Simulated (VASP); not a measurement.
# Cu16HF in VASP: notebook

Runs on Cu16HF. Level: PBE+D3(BJ). Tasks: single point.

Everything below comes from runs of VASP 6.6.1. Logs are shortened: lines on timing, memory, paths and dates and some standing lists are left out, and cuts for length are marked.

## 1. The cell of the first run

The cell holds a slab with vacuum, 18 atoms: a = 5.039 Å, b = 5.039 Å, c = 23.345 Å, α = 90.00°, β = 90.00°, γ = 90.00°.

## 2. Single point, PBE+D3(BJ)

INCAR reads:

```
PREC = Accurate
ENCUT = 520
EDIFF = 1E-6
ISMEAR = 0
SIGMA = 0.1
LREAL = Auto
LASPH = True
NELM = 100
ALGO = Normal
ISIF = 2
LWAVE = False
LCHARG = False
LDIPOL = True
IDIPOL = 3
DIPOL = 0.5 0.5 0.481
GGA = PE
IVDW = 12
NBANDS = 107
```

KPOINTS reads:

```
regular mesh
0
Gamma
  4 4 1
```

POSCAR reads:

```
Cu16HF
1.0
    5.0393684366      0.0000000000      0.0000000000
    0.0000000000      5.0393684366      0.0000000000
    0.0000000000      0.0000000000     23.3450573916
Cu F H
16 1 1
Direct
    0.2500000000      0.2500000000      0.3426849575
    0.2500000000      0.7500000000      0.3426849575
    0.7500000000      0.2500000000      0.3426849575
    0.7500000000      0.7500000000      0.3426849575
    0.5000000000      0.5000000000      0.4190045727
    0.5000000000      0.0000000000      0.4190045727
    0.0000000000      0.5000000000      0.4190045727
    0.0000000000      0.0000000000      0.4190045727
    0.7506613610      0.7505266071      0.4971274870
    0.7508455971      0.2494352779      0.4967833045
    0.2494583980      0.7507113568      0.4967915156
    0.2491969817      0.2491783839      0.4970204984
   -0.0005285012     -0.0006230145      0.5737431563
   -0.0001832442      0.5009930462      0.5721531439
    0.5011316638     -0.0002654805      0.5720952006
    0.4989908731      0.4988041846      0.5723155214
    0.1335580581      0.1330006840      0.6803502502
    0.2407191396      0.2404571167      0.6560143398
```

Potentials or basis: VASP PAW PBE potentials, release 64 (Cu, F, H).

The run is started by

```bash
$ cat potpaw_PBE.64/Cu/POTCAR potpaw_PBE.64/F/POTCAR potpaw_PBE.64/H/POTCAR > POTCAR
$ mpirun -np 1 vasp_std > vasp.out
```

OUTCAR:

```text
PREC = Accurate
   ENCUT = 520
   EDIFF = 1E-6
   ISMEAR = 0
   LREAL = Auto
   LASPH = True
   NELM = 100
   ISIF = 2
   GGA = PE
   IVDW = 12
 IVDW          = 12

 ion  position               nearest neighbor table
   1  0.250  0.250  0.343-   5 2.52   6 2.52   7 2.52   8 2.52   2 2.52   3 2.52   2 2.52   3 2.52

   2  0.250  0.750  0.343-   5 2.52   6 2.52   7 2.52   8 2.52   1 2.52   4 2.52   1 2.52   4 2.52

   3  0.750  0.250  0.343-   5 2.52   6 2.52   7 2.52   8 2.52   1 2.52   4 2.52   4 2.52   1 2.52
[... 23 lines left out ...]
  15  0.501  1.000  0.572-   9 2.49  10 2.50  12 2.50  11 2.50  13 2.51  16 2.52  16 2.52  13 2.53

  16  0.499  0.499  0.572-  12 2.50   9 2.51  10 2.51  11 2.51  15 2.52  14 2.52  14 2.52  15 2.52

  17  0.134  0.133  0.680-  18 0.95
  18  0.241  0.240  0.656-  17 0.95

  LATTYP: Found a simple tetragonal cell.
 ALAT       =     5.0393684366
 C/A-ratio  =     4.6325363357

  Lattice vectors:

 A1 = (   5.0393684366,   0.0000000000,   0.0000000000)
 A2 = (   0.0000000000,   5.0393684366,   0.0000000000)
 A3 = (   0.0000000000,   0.0000000000,  23.3450573916)

Analysis of symmetry for initial positions (statically):
=====================================================================
 Subroutine PRICEL returns:
 Original cell was already a primitive cell.

 Routine SETGRP: Setting up the symmetry group for a
 simple tetragonal supercell.

 Subroutine GETGRP returns: Found  1 space group operations
 (whereof  1 operations were pure point group operations)
 out of a pool of 16 trial point group operations.

The static configuration has the point symmetry C_1 .

Analysis of symmetry for dynamics (positions and initial velocities):
=====================================================================
 Subroutine PRICEL returns:
 Original cell was already a primitive cell.

 Routine SETGRP: Setting up the symmetry group for a
 simple tetragonal supercell.

 Subroutine GETGRP returns: Found  1 space group operations
 (whereof  1 operations were pure point group operations)
 out of a pool of 16 trial point group operations.

The dynamic configuration has the point symmetry C_1 .

 Subroutine INISYM returns: Found  1 space group operations
 (whereof  1 operations are pure point group operations),
 and found     1 'primitive' translations

----------------------------------------------------------------------------------------

                                     Primitive cell

  volume of cell :     592.8532

  direct lattice vectors                    reciprocal lattice vectors
     5.039368437  0.000000000  0.000000000     0.198437565  0.000000000  0.000000000
     0.000000000  5.039368437  0.000000000     0.000000000  0.198437565  0.000000000
     0.000000000  0.000000000 23.345057392     0.000000000  0.000000000  0.042835620

  length of vectors
     5.039368437  5.039368437 23.345057392     0.198437565  0.198437565  0.042835620

  position of ions in fractional coordinates (direct lattice)
     0.250000000  0.250000000  0.342684957
     0.250000000  0.750000000  0.342684957
     0.750000000  0.250000000  0.342684957
     0.750000000  0.750000000  0.342684957
     0.500000000  0.500000000  0.419004573
     0.500000000  0.000000000  0.419004573
[... 10 lines left out ...]
     0.133558058  0.133000684  0.680350250
     0.240719140  0.240457117  0.656014340

  ion indices of the primitive-cell ions
   primitive index   ion index
                 1           1
                 2           2
                 3           3
                 4           4
                 5           5
                 6           6
[... 10 lines left out ...]
                17          17
                18          18

----------------------------------------------------------------------------------------

 KPOINTS: regular mesh

Automatic generation of k-mesh.
 Grid dimensions read from file:
 generate k-points for:    4    4    1

 Generating k-lattice:

  Cartesian coordinates                     Fractional coordinates (reciprocal lattice)
     0.049609391  0.000000000  0.000000000     0.250000000  0.000000000  0.000000000
     0.000000000  0.049609391  0.000000000     0.000000000  0.250000000  0.000000000
     0.000000000  0.000000000  0.042835620     0.000000000  0.000000000  1.000000000

  Length of vectors
     0.049609391  0.049609391  0.042835620

  Shift w.r.t. Gamma in fractional coordinates (k-lattice)
     0.000000000  0.000000000  0.000000000

 Subroutine IBZKPT returns following result:
 ===========================================

 Found     10 irreducible k-points:

 Following reciprocal coordinates:
            Coordinates               Weight
  0.000000  0.000000  0.000000      1.000000
  0.250000  0.000000  0.000000      2.000000
  0.000000  0.250000  0.000000      2.000000
  0.500000  0.000000  0.000000      1.000000
  0.000000  0.500000  0.000000      1.000000
  0.250000  0.250000  0.000000      2.000000
 -0.250000  0.250000  0.000000      2.000000
  0.500000  0.250000  0.000000      2.000000
 -0.250000  0.500000  0.000000      2.000000
  0.500000  0.500000  0.000000      1.000000
   k-points           NKPTS =     10   k-points in BZ     NKDIM =     10   number of bands    NBANDS=    107
   number of dos      NEDOS =    301   number of ions     NIONS =     18
   total plane-waves  NPLWV = 288000
   dimension x,y,z NGX =    40 NGY =   40 NGZ =  180
   dimension x,y,z NGXF=    80 NGYF=   80 NGZF=  360
   ions per type =              16   1   1
   NGX,Y,Z   is equivalent  to a cutoff of  13.20, 13.20, 12.82 a.u.
   NGXF,Y,Z  is equivalent  to a cutoff of  26.39, 26.39, 25.64 a.u.
 SYSTEM =  unknown system
   PREC   = accura    normal or accurate (medium, high low for compatibility)
   ISTART =      0    job   : 0-new  1-cont  2-samecut
   ICHARG =      2    charge: 1-file 2-atom 10-const
   ISPIN  =      1    spin polarized calculation?
   LNONCOLLINEAR =      F non collinear calculations
   LSORBIT =      F    spin-orbit coupling
   LASPH  =      T    aspherical Exc in radial PAW
   ENCUT  =  520.0 eV  38.22 Ry    6.18 a.u.   9.37  9.37 43.41*2*pi/ulx,y,z
   NELM   =    100;   NELMIN=  2; NELMDL= -5     # of ELM steps
   EDIFF  = 0.1E-05   stopping-criterion for ELM
   LREAL  =      T    real-space projection
   EDIFFG = 0.1E-04   stopping-criterion for IOM
   NSW    =      0    number of steps for IOM
[... 5 lines left out ...]
   TEBEG  =    0.0;   TEEND  =   0.0 temperature during run
   PSTRESS=    0.0 pullay stress
   NELECT =     184.0000    total number of electrons
   NUPDOWN=      -1.0000    fix difference up-down
   EMIN   =  10.00;   EMAX   =-10.00  energy-range for DOS
   EFERMI =   0.00;   METHOD = LEGACY
   ISMEAR =     0;   SIGMA  =   0.10  broadening in eV -4-tet -1-fermi 0-gaus
   EFERMI_NEDOS =   21; number of points for ismear=-14 and -15
   IALGO  =     38    algorithm
   IMIX   =      4    mixing-type and parameters
     AMIX     =   0.40;   BMIX     =  1.00
     AMIX_MAG =   1.60;   BMIX_MAG =  1.00
  volume/ion in A,a.u.               =      32.94       222.27
  Fermi-wavevector in a.u.,A,eV,Ry     =   1.108405  2.094581 16.715589  1.228561
  Thomas-Fermi vector in A             =   2.244931
   LORBIT       =      0    0 simple, 1 ext, 2 COOP (PROOUT), +10 PAW based schemes
   GGA     = PE    functional components
   LHFCALC =     F    Hartree Fock is set to
   AEXX    =    0.0000 exact exchange contribution
   IVDW    =    12    specifies the selected vdW correction
   LEPSILON=     F    determine dielectric tensor
   LRPA    =     F    only Hartree local field effects (RPA)
 non-spin polarized calculation
 Gauss-broadening in eV      SIGMA  =   0.10
  energy-cutoff  :      520.00
  volume of cell :      592.85
 maximum number of plane-waves:     16036
 NGX is ok and might be reduce to    40
   NGX = 19   NGY = 19   NGZ = 87

 dipolmoment           0.000000      0.000000     -0.030768 electrons x Angstroem

 number of electron     183.9999966 magnetization

 dipolmoment           0.000000      0.000000      0.156702 electrons x Angstroem

 Free energy of the ion-electron system (eV)
  ---------------------------------------------------
  ext. energy  EPLUGINS =         0.00000000
  ---------------------------------------------------
  free energy    TOTEN  =       -62.72336129 eV

  energy without entropy =      -62.68093205  energy(sigma->0) =      -62.70214667

 E-fermi :  -0.7943     XC(G=0):  -5.0493

 val. band max:       -0.8139834637   @ k =   0.0000   0.0000   0.0000
 cond. band min:      -0.7341113479   @ k =   0.0000   0.2500   0.0000
 fundamental gap:      0.0798721157
 Fermi energy:        -0.7943299428

 k-point     1 :       0.0000    0.0000    0.0000
  band No.  band energies     occupation
      1     -25.9827      2.00000
      2      -9.8054      2.00000
      3      -9.3769      2.00000
      4      -8.1050      2.00000
      5      -6.2234      2.00000
      6      -5.8863      2.00000
[... 1059 lines left out ...]
    103       4.3962      0.00000
    104       4.6055      0.00000
 [bands above 104 left out]

------------------------ aborting loop because EDIFF is reached ----------------------------------------

 vacuum level on the upper side and lower side of the slab       (xc-potential included)         0.417        -0.670

 Edisp (eV)   -6.84397

 E8    (eV) :    -3.0417

  FORCE on cell =-STRESS in cart. coord.  units (eV):
  Direction    XX          YY          ZZ          XY          YZ          ZX
  --------------------------------------------------------------------------------------
  -------------------------------------------------------------------------------------
  Total      -4.60937    -4.60843    -0.12196     0.03062    -0.06583    -0.07405
  in kB     -12.45676   -12.45421    -0.32959     0.08274    -0.17791    -0.20012
  external pressure =       -8.41 kB  Pullay stress =        0.00 kB

 VOLUME and BASIS-vectors are now :
 -----------------------------------------------------------------------------
  energy-cutoff  :      520.00
  volume of cell :      592.85
      direct lattice vectors                 reciprocal lattice vectors
     5.039368437  0.000000000  0.000000000     0.198437565  0.000000000  0.000000000
     0.000000000  5.039368437  0.000000000     0.000000000  0.198437565  0.000000000
     0.000000000  0.000000000 23.345057392     0.000000000  0.000000000  0.042835620

 POSITION                                       TOTAL-FORCE (eV/Angst)
 -----------------------------------------------------------------------------------
      1.25984      1.25984      8.00000        -0.011970     -0.012120      0.039997
      1.25984      3.77953      8.00000        -0.014425      0.012338      0.045838
      3.77953      1.25984      8.00000         0.012411     -0.014568      0.045826
      3.77953      3.77953      8.00000         0.014828      0.014747      0.044322
      2.51968      2.51968      9.78169         0.004589      0.004142     -0.038357
      2.51968      0.00000      9.78169         0.003408     -0.004544     -0.063052
[... 10 lines left out ...]
      0.67305      0.67024     15.88282        -0.127100     -0.125594      0.129220
      1.21307      1.21175     15.31469         0.125662      0.125589     -0.130902
 -----------------------------------------------------------------------------------
    total drift:                               -0.002628     -0.001058      0.002991

  FREE ENERGIE OF THE ION-ELECTRON SYSTEM (eV)
  ---------------------------------------------------
  free  energy   TOTEN  =       -69.5673316907 eV

  energy  without entropy=      -69.5249024491  energy(sigma->0) =      -69.54611707

 vacuum level on the upper side and lower side of the slab         4.694         3.582
```

Run time: 24 min. Hardware: 1 thread of Intel Xeon 6975P-C (Granite Rapids), shared host; peak memory 0.84 GiB.

What came out:

```yaml
Free_energy: -69.5673 eV
Largest_force: 0.221 eV/Å
Band_gap_on_the_k_mesh: zero (bands 92 and 93 overlap by 0.93 eV)
Dispersion_energy_per_atom: -0.380 eV
```

Forces on the atoms (eV/Å):
```
Cu  -0.012 -0.012  0.040
Cu  -0.014  0.012  0.046
Cu   0.012 -0.015  0.046
Cu   0.015  0.015  0.044
Cu   0.005  0.004 -0.038
Cu   0.003 -0.005 -0.063
Cu  -0.004  0.003 -0.065
Cu  -0.003 -0.004 -0.094
Cu  -0.001  0.001 -0.001
Cu   0.000 -0.001 -0.005
Cu   0.001  0.002 -0.006
Cu   0.000 -0.001  0.000
Cu   0.001  0.000  0.024
Cu   0.002  0.000  0.021
Cu  -0.001  0.000  0.026
Cu  -0.002  0.000  0.026
F   -0.127 -0.126  0.129
H    0.126  0.126 -0.131
```

Levels at points of the mesh, in eV from the Fermi level:
| k point | band 90 | band 91 | band 92 | band 93 | band 94 | band 95 |
| --- | --- | --- | --- | --- | --- | --- |
| (0.00, 0.00, 0.00) | -0.34 | -0.34 | -0.32 | -0.09 | -0.03 | -0.02 |
| (0.50, 0.00, 0.00) | -1.01 | 0.78 | 0.79 | 0.80 | 0.80 | 1.18 |
| (0.00, 0.50, 0.00) | -1.01 | 0.78 | 0.79 | 0.80 | 0.80 | 1.18 |
| (0.50, 0.50, 0.00) | -1.17 | -1.17 | -1.13 | 0.26 | 0.34 | 0.34 |

With open d or f shells a metallic result of PBE can be an artefact of self-interaction; +U or a hybrid may open a gap.

## 3. Single point, PBE+D3(BJ)

INCAR reads:

```
SYSTEM = Cu16HF
  ALGO = Normal
  DIPOL = 0.5 0.5 0.481
  EDIFF = 1E-6
  ENCUT = 520
  GGA = PE
  IDIPOL = 3
  ISIF = 2
  ISMEAR = 0
  IVDW = 12
  LASPH = .True.
  LCHARG = .False.
  LDIPOL = .True.
  LREAL = Auto
  LWAVE = .False.
  NBANDS = 107
  NELM = 100
  PREC = Accurate
  SIGMA = 0.1
```

KPOINTS reads:

```
k-points
0
Gamma
  4 4 1
  0 0 0
```

POSCAR is that of step 2.

Potentials or basis: VASP PAW PBE potentials, release 64 (Cu, F, H).

The run is started by

```bash
$ cat potpaw_PBE.64/Cu/POTCAR potpaw_PBE.64/F/POTCAR potpaw_PBE.64/H/POTCAR > POTCAR
$ mpirun -np 1 vasp_std > vasp.out
```

Run time: 23 min. Hardware: 1 thread of Intel Xeon 6975P-C (Granite Rapids), shared host; peak memory 0.84 GiB.

It converged, with:

```yaml
Free_energy: -69.5673 eV
Largest_force: 0.221 eV/Å
Band_gap_on_the_k_mesh: zero (bands 92 and 93 overlap by 0.93 eV)
Dispersion_energy_per_atom: -0.380 eV
```

Forces in eV/Å, atoms in the order of the input:
```
Cu  -0.012 -0.012  0.040
Cu  -0.014  0.012  0.046
Cu   0.012 -0.015  0.046
Cu   0.015  0.015  0.044
Cu   0.005  0.004 -0.038
Cu   0.003 -0.005 -0.063
Cu  -0.004  0.003 -0.065
Cu  -0.003 -0.004 -0.094
Cu  -0.001  0.001 -0.001
Cu   0.000 -0.001 -0.005
Cu   0.001  0.002 -0.006
Cu   0.000 -0.001  0.000
Cu   0.001  0.000  0.024
Cu   0.002  0.000  0.021
Cu  -0.001  0.000  0.026
Cu  -0.002  0.000  0.026
F   -0.127 -0.126  0.129
H    0.126  0.126 -0.131
```

Levels at points of the mesh, in eV from the Fermi level:
| k point | band 88 | band 89 | band 90 | band 91 | band 92 | band 93 | band 94 | band 95 | band 96 | band 97 |
| --- | --- | --- | --- | --- | --- | --- | --- | --- | --- | --- |
| (0.00, 0.00, 0.00) | -0.51 | -0.36 | -0.34 | -0.34 | -0.32 | -0.09 | -0.03 | -0.02 | -0.02 | 1.06 |
| (0.50, 0.00, 0.00) | -1.53 | -1.10 | -1.01 | 0.78 | 0.79 | 0.80 | 0.80 | 1.18 | 1.39 | 1.97 |
| (0.00, 0.50, 0.00) | -1.53 | -1.10 | -1.01 | 0.78 | 0.79 | 0.80 | 0.80 | 1.18 | 1.39 | 1.97 |
| (0.50, 0.50, 0.00) | -1.56 | -1.19 | -1.17 | -1.17 | -1.13 | 0.26 | 0.34 | 0.34 | 0.43 | 2.58 |

With open d or f shells a metallic result of PBE can be an artefact of self-interaction; +U or a hybrid may open a gap.

The gap in the log of VASP goes by the Fermi energy; the results here count the filled bands.